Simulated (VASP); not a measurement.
A run of VASP 6.6.1:

Contents of INCAR:

```
SYSTEM = ScAl
PREC = Accurate
ENCUT = 520
EDIFF = 1E-7
ISMEAR = 0
SIGMA = 0.15
LREAL = .FALSE.
LASPH = .TRUE.
NELM = 80
ALGO = Fast
ISIF = 2
LWAVE = .FALSE.
LCHARG = .FALSE.
GGA = PS
NBANDS = 14
```

The input KPOINTS:

```
Automatic mesh
0
G
  14 14 14
  0 0 0
```

Contents of POSCAR:

```
ScAl
1.0
    3.2692385009      0.0000000000      0.0000000000
    0.0000000000      3.2692385009      0.0000000000
    0.0000000000      0.0000000000      3.3197937355
Sc Al
1 1
Direct
    0.5000000000      0.5000000000      0.5000000000
    0.0000000000      0.0000000000      0.0000000000
```

Potentials or basis: VASP PAW PBE potentials, release 64 (Sc_sv, Al).

Command:

```bash
$ cat potpaw_PBE.64/Sc_sv/POTCAR potpaw_PBE.64/Al/POTCAR > POTCAR
$ mpirun -np 1 vasp_std > vasp.out
```

Hardware: 1 thread of AMD EPYC 7R43 64-Core Processor (Zen 3), on a shared host.

Task: How long does it take, and how much memory?

Result: Run time: 2.1 min on 1 thread of AMD EPYC 7R43 64-Core Processor (Zen 3), with other jobs on the host, peak memory 0.22 GiB. Counts: scf iterations 16, k points 288.
